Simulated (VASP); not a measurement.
# GdO (F-43m) in VASP: notebook

Runs on GdO. Level: PBEsol+U. Tasks: single point.

All numbers are computed with VASP 6.6.1; they aren't measurements. Logs are shortened: lines on timing, memory, paths and dates and some standing lists are left out, and cuts for length are marked.

## (1) The cell of the first run

Symmetry: F-43m, No. 216, cubic system. Conventional cell: a = 5.400 Å, b = 5.400 Å, c = 5.400 Å, α = 90.00°, β = 90.00°, γ = 90.00°. Gd (site symmetry -43m) has 4 O at 2.34 Å within 3.1 Å. O (site symmetry -43m) has 4 Gd at 2.34 Å within 3.1 Å.

## (2) Single point, PBEsol+U, collinear spin, ferromagnetic start

Contents of INCAR:

```
ALGO = Normal
EDIFF = 1E-6
ENCUT = 520
GGA = PS
ISIF = 2
ISMEAR = 0
ISPIN = 2
LASPH = True
LCHARG = True
LDAU = True
LDAUJ = 0 0
LDAUL = 3 -1
LDAUPRINT = 1
LDAUTYPE = 2
LDAUU = 6 0
LELF = True
LMAXMIX = 6
LORBIT = 11
LREAL = False
LVHAR = True
LWAVE = False
MAGMOM = 7 0
NBANDS = 23
NELM = 150
PREC = Accurate
SIGMA = 0.05
```

Contents of KPOINTS:

```
k-points
0
Gamma
  6 6 6
```

Contents of POSCAR:

```
GdO
1.0
    0.0000000000      2.7000000000      2.7000000000
    2.7000000000      0.0000000000      2.7000000000
    2.7000000000      2.7000000000      0.0000000000
Gd O
1 1
Direct
    0.0000000000      0.0000000000      0.0000000000
    0.2500000000      0.2500000000      0.2500000000
```

Potentials or basis: VASP PAW PBE potentials, release 64 (Gd, O).

Command:

```console
$ cat potpaw_PBE.64/Gd/POTCAR potpaw_PBE.64/O/POTCAR > POTCAR
$ mpirun -np 1 vasp_std > vasp.out
```

OUTCAR:

```text
EDIFF = 1E-6
   ENCUT = 520
   GGA = PS
   ISIF = 2
   ISMEAR = 0
   ISPIN = 2
   LASPH = True
   LORBIT = 11
   LREAL = False
   NELM = 150
   PREC = Accurate

 ion  position               nearest neighbor table
   1  0.000  0.000  0.000-   2 2.34   2 2.34   2 2.34   2 2.34
   2  0.250  0.250  0.250-   1 2.34   1 2.34   1 2.34   1 2.34

  LATTYP: Found a face centered cubic cell.
 ALAT       =     5.4000000000

  Lattice vectors:

 A1 = (   0.0000000000,   2.7000000000,   2.7000000000)
 A2 = (   2.7000000000,   0.0000000000,   2.7000000000)
 A3 = (   2.7000000000,   2.7000000000,   0.0000000000)

Analysis of symmetry for initial positions (statically):
=====================================================================
 Subroutine PRICEL returns:
 Original cell was already a primitive cell.

 Routine SETGRP: Setting up the symmetry group for a
 face centered cubic supercell.

 Subroutine GETGRP returns: Found 24 space group operations
 (whereof 24 operations were pure point group operations)
 out of a pool of 48 trial point group operations.

The static configuration has the point symmetry T_d .

Analysis of symmetry for dynamics (positions and initial velocities):
=====================================================================
 Subroutine PRICEL returns:
 Original cell was already a primitive cell.

 Routine SETGRP: Setting up the symmetry group for a
 face centered cubic supercell.

 Subroutine GETGRP returns: Found 24 space group operations
 (whereof 24 operations were pure point group operations)
 out of a pool of 48 trial point group operations.

The dynamic configuration has the point symmetry T_d .

Analysis of structural, dynamic, and magnetic symmetry:
=====================================================================
 Subroutine PRICEL returns:
 Original cell was already a primitive cell.

 Routine SETGRP: Setting up the symmetry group for a
 face centered cubic supercell.

 Subroutine GETGRP returns: Found 24 space group operations
 (whereof 24 operations were pure point group operations)
[... 171 lines left out ...]
  o =  0.9918  v = -0.0002  0.0000  0.0003  0.0000 -0.7851  0.1177 -0.6081  0.0000  0.0000  0.0000  0.0000  0.0000  0.0000  0.0000      0.0000  0.0000  0.0000  0.0000  0.0000  0.0000  0.0000  0.0000  0.0000  0.0000  0.0000  0.0000  0.0000  0.0000
  o =  0.9918  v = -0.6124 -0.0000  0.7906  0.0000  0.0002 -0.0011  0.0001  0.0000  0.0000  0.0000  0.0000  0.0000  0.0000  0.0000      0.0000  0.0000  0.0000  0.0000  0.0000  0.0000  0.0000  0.0000  0.0000  0.0000  0.0000  0.0000  0.0000  0.0000
  o =  0.9918  v = -0.0006 -0.0000  0.0008  0.0000  0.0930  0.9931  0.0721  0.0000  0.0000  0.0000  0.0000  0.0000  0.0000  0.0000      0.0000  0.0000  0.0000  0.0000  0.0000  0.0000  0.0000  0.0000  0.0000  0.0000  0.0000  0.0000  0.0000  0.0000
  o =  0.9982  v = -0.0000  1.0000  0.0000  0.0000 -0.0000  0.0000  0.0000  0.0000  0.0000  0.0000  0.0000  0.0000  0.0000  0.0000      0.0000  0.0000  0.0000  0.0000  0.0000  0.0000  0.0000  0.0000  0.0000  0.0000  0.0000  0.0000  0.0000  0.0000

 number of electron      23.9999990 magnetization       7.9151415

 Free energy of the ion-electron system (eV)
  ---------------------------------------------------
  ext. energy  EPLUGINS =         0.00000000
  ---------------------------------------------------
  free energy    TOTEN  =       -22.31216404 eV

  energy without entropy =      -22.31061607  energy(sigma->0) =      -22.31139005

 E-fermi :   3.9012     XC(G=0): -10.2826

 val. band max:        3.8596179893   @ k =   0.3333   0.1667   0.0000
 cond. band min:       3.9701304975   @ k =   0.1667   0.1667   0.0000
 fundamental gap:      0.1105125083
 Fermi energy:         3.9011727843

 spin component 1

 k-point     1 :       0.0000    0.0000    0.0000
  band No.  band energies     occupation
      1     -41.9474      1.00000
      2     -19.1473      1.00000
      3     -19.1473      1.00000
      4     -19.1473      1.00000
      5     -15.3866      1.00000
      6      -4.4965      1.00000
[... 405 lines left out ...]
     22      11.7363      0.00000
     23      13.4418      0.00000
 Fermi energy:         3.9011727843

 spin component 2

 k-point     1 :       0.0000    0.0000    0.0000
  band No.  band energies     occupation
      1     -38.6991      1.00000
      2     -16.7430      1.00000
      3     -16.7430      1.00000
      4     -16.7430      1.00000
      5     -15.2665      1.00000
      6      -1.5398      1.00000
[... 405 lines left out ...]
     22      13.3094      0.00000
     23      14.7974      0.00000

------------------------ aborting loop because EDIFF is reached ----------------------------------------

  FORCE on cell =-STRESS in cart. coord.  units (eV):
  Direction    XX          YY          ZZ          XY          YZ          ZX
  --------------------------------------------------------------------------------------
  -------------------------------------------------------------------------------------
  Total       -0.9199708     -0.9199708     -0.9199708      0.0000000      0.0000000      0.0000000
  in kB      -37.4423695    -37.4423695    -37.4423695      0.0000000      0.0000000      0.0000000
  external PRESSURE =     -37.4423695 kB  Pullay stress =       0.0000000 kB

 VOLUME and BASIS-vectors are now :
 -----------------------------------------------------------------------------
  energy-cutoff  :      520.00
  volume of cell :       39.37
      direct lattice vectors                 reciprocal lattice vectors
     0.000000000  2.700000000  2.700000000    -0.185185185  0.185185185  0.185185185
     2.700000000  0.000000000  2.700000000     0.185185185 -0.185185185  0.185185185
     2.700000000  2.700000000  0.000000000     0.185185185  0.185185185 -0.185185185

 POSITION                                       TOTAL-FORCE (eV/Angst)
 -----------------------------------------------------------------------------------
      0.00000      0.00000      0.00000        -0.000000     -0.000000      0.000000
      1.35000      1.35000      1.35000         0.000000      0.000000     -0.000000
 -----------------------------------------------------------------------------------
    total drift:                                0.000000      0.000000      0.000000

  FREE ENERGIE OF THE ION-ELECTRON SYSTEM (eV)
  ---------------------------------------------------
  free  energy   TOTEN  =       -22.3121640350 eV

  energy  without entropy=      -22.3106160716  energy(sigma->0) =      -22.31139005

 total charge

# of ion       s       p       d       f       tot
--------------------------------------------------
    1        2.033   5.623   0.514   6.972  15.142
    2        1.563   3.416   0.000   0.000   4.979
--------------------------------------------------
tot          3.596   9.038   0.514   6.972  20.121

 magnetization (x)

# of ion       s       p       d       f       tot
--------------------------------------------------
    1        0.007  -0.048   0.206   6.912   7.078
    2        0.004  -0.008   0.000   0.000  -0.004
--------------------------------------------------
tot          0.011  -0.056   0.206   6.912   7.073
```

stdout:

```text
POSCAR found type information on POSCAR GdO
 POSCAR found :  2 types and       2 ions
 scaLAPACK will be used
 -----------------------------------------------------------------------------
|                                                                             |
|                                                                             |
|     You enforced a specific xc type in the INCAR file but a different       |
|     I HOPE YOU KNOW WHAT YOU ARE DOING!                                     |
|                                                                             |
 -----------------------------------------------------------------------------

 LDA part: xc-table for (Slater+PW92), standard interpolation
 POSCAR, INCAR and KPOINTS ok, starting setup
 FFT: planning ... GRIDC
 FFT: planning ... GRID_SOFT
 FFT: planning ... GRID
 WAVECAR not read
 entering main loop
```

It took 25 s on 1 thread of AMD EPYC 9R45 (Zen 5), shared host; peak memory 0.16 GiB.

Results:

- Free energy: -22.3122 eV
- Pressure: -3.7 GPa
- Net moment: 7.92 μB per cell
- Site moments: Gd +7.08; O -0.00 μB
- Valence electrons inside the program's atomic spheres: Gd 15.14; O 4.98

Eigenvalues of the final occupation matrices:
```
    site  spin  trace                         eigenvalues
site 1 f     1   6.95  0.99 0.99 0.99 0.99 0.99 0.99 1.00
site 1 f     2   0.03  0.00 0.00 0.00 0.00 0.00 0.00 0.01
```

Caveat: the PAW data sets were made with another functional, which shifts forces and pressure a little; spin-orbit coupling is left out, which moves the levels of the heavy elements; a cell with one magnetic atom can't hold antiferromagnetic order, which such compounds often take.

## (3) Single point, PBEsol+U, collinear spin, ferromagnetic start

Contents of INCAR:

```
ALGO = Normal
EDIFF = 1E-7
ENCUT = 520
GGA = PS
ISIF = 2
ISMEAR = 0
ISPIN = 2
LASPH = T
LCHARG = T
LDAU = T
LDAUJ = 0 0
LDAUL = 3 -1
LDAUPRINT = 1
LDAUTYPE = 2
LDAUU = 6 0
LELF = T
LMAXMIX = 6
LORBIT = 11
LREAL = F
LVHAR = T
LWAVE = F
MAGMOM = 7.72 0.01
NBANDS = 23
NELM = 150
PREC = Accurate
SIGMA = 0.05
```

KPOINTS is that of step 2.

POSCAR is that of step 2.

Potentials or basis: VASP PAW PBE potentials, release 64 (Gd, O).

Command:

```console
$ cat potpaw_PBE.64/Gd/POTCAR potpaw_PBE.64/O/POTCAR > POTCAR
$ mpirun -np 1 vasp_std > vasp.out
```

Wall time 26 s (1 thread of AMD EPYC 9R45 (Zen 5), shared host); peak memory 0.16 GiB.

It converged, with:

```yaml
Free_energy: -22.3122 eV
Pressure: -3.8 GPa
Net_moment: 7.92 μB per cell
Site_moments: Gd +7.08; O -0.00 μB
Valence_electrons_inside_the_program's_atomic_spheres: Gd 15.14; O 4.98
```

Levels at points of the mesh, in eV from the Fermi level:
Spin up:
| k point | band 13 | band 14 | band 15 | band 16 | band 17 | band 18 | band 19 | band 20 |
| --- | --- | --- | --- | --- | --- | --- | --- | --- |
| (0.00, 0.00, 0.00) | -5.59 | -5.59 | -5.59 | -2.42 | 2.41 | 2.41 | 4.38 | 4.38 |
| (0.50, 0.00, 0.00) | -5.38 | -5.18 | -5.18 | 0.11 | 2.30 | 2.30 | 2.79 | 4.44 |
| (0.50, 0.50, 0.00) | -6.20 | -4.44 | -4.44 | -0.96 | 0.91 | 3.98 | 4.45 | 4.45 |
Spin down:
| k point | band 5 | band 6 | band 7 | band 8 | band 9 | band 10 | band 11 | band 12 |
| --- | --- | --- | --- | --- | --- | --- | --- | --- |
| (0.00, 0.00, 0.00) | -19.17 | -5.44 | -5.44 | -5.44 | -1.06 | 2.77 | 2.77 | 2.77 |
| (0.50, 0.00, 0.00) | -17.99 | -5.04 | -5.04 | -5.01 | 1.41 | 2.42 | 2.65 | 2.65 |
| (0.50, 0.50, 0.00) | -17.66 | -5.98 | -4.33 | -4.33 | 0.94 | 1.43 | 2.83 | 2.89 |

Eigenvalues of the final occupation matrices:
```
    site  spin  trace                         eigenvalues
site 1 f     1   6.95  0.99 0.99 0.99 0.99 0.99 0.99 1.00
site 1 f     2   0.03  0.00 0.00 0.00 0.00 0.00 0.00 0.01
```

Caveat: the PAW data sets were made with another functional, which shifts forces and pressure a little; spin-orbit coupling is left out, which moves the levels of the heavy elements; a cell with one magnetic atom can't hold antiferromagnetic order, which such compounds often take. The state reached can hang on the start; a lower one may exist.

## (4) Single point, PBEsol+U, collinear spin, ferromagnetic start

Contents of INCAR:

```
SYSTEM = GdO
PREC = Accurate
ENCUT = 520
EDIFF = 1E-6
ISMEAR = 0
SIGMA = 0.05
LREAL = .FALSE.
LASPH = .TRUE.
NELM = 150
ALGO = Normal
ISIF = 2
LWAVE = .FALSE.
LCHARG = .FALSE.
ISPIN = 2
MAGMOM = 7.72 0.01
LORBIT = 11
LMAXMIX = 6
LDAU = .TRUE.
LDAUTYPE = 2
LDAUL = 3 -1
LDAUU = 6 0
LDAUJ = 0 0
LDAUPRINT = 1
GGA = PS
NBANDS = 23
```

Contents of KPOINTS:

```
Automatic mesh
0
G
  6 6 6
  0 0 0
```

POSCAR is that of step 3.

Command:

```console
$ cat potpaw_PBE.64/Gd/POTCAR potpaw_PBE.64/O/POTCAR > POTCAR
$ mpirun -np 1 vasp_std > vasp.out
```

Run time: 24 s. Hardware: 1 thread of AMD EPYC 9R45 (Zen 5), shared host; peak memory 0.16 GiB.

Results (log left out):

- Free energy: -22.3122 eV
- Pressure: -3.8 GPa
- Net moment: 7.92 μB per cell
- Site moments: Gd +7.08; O -0.00 μB
- Valence electrons inside the program's atomic spheres: Gd 15.14; O 4.98

Levels at points of the mesh, in eV from the Fermi level:
Spin up:
| k point | band 14 | band 15 | band 16 | band 17 | band 18 | band 19 |
| --- | --- | --- | --- | --- | --- | --- |
| (0.00, 0.00, 0.00) | -5.59 | -5.59 | -2.42 | 2.41 | 2.41 | 4.38 |
| (0.50, 0.00, 0.00) | -5.18 | -5.18 | 0.11 | 2.30 | 2.30 | 2.79 |
| (0.50, 0.50, 0.00) | -4.44 | -4.44 | -0.96 | 0.91 | 3.98 | 4.45 |
Spin down:
| k point | band 5 | band 6 | band 7 | band 8 | band 9 | band 10 | band 11 | band 12 |
| --- | --- | --- | --- | --- | --- | --- | --- | --- |
| (0.00, 0.00, 0.00) | -19.17 | -5.44 | -5.44 | -5.44 | -1.06 | 2.77 | 2.77 | 2.77 |
| (0.50, 0.00, 0.00) | -17.99 | -5.04 | -5.04 | -5.01 | 1.41 | 2.42 | 2.65 | 2.65 |
| (0.50, 0.50, 0.00) | -17.66 | -5.98 | -4.33 | -4.33 | 0.94 | 1.43 | 2.83 | 2.89 |

Eigenvalues of the final occupation matrices:
```
    site  spin  trace                         eigenvalues
site 1 f     1   6.95  0.99 0.99 0.99 0.99 0.99 0.99 1.00
site 1 f     2   0.03  0.00 0.00 0.00 0.00 0.00 0.00 0.01
```

Caveat: the PAW data sets were made with another functional, which shifts forces and pressure a little; spin-orbit coupling is left out, which moves the levels of the heavy elements; a cell with one magnetic atom can't hold antiferromagnetic order, which such compounds often take. The state reached can hang on the start; a lower one may exist.
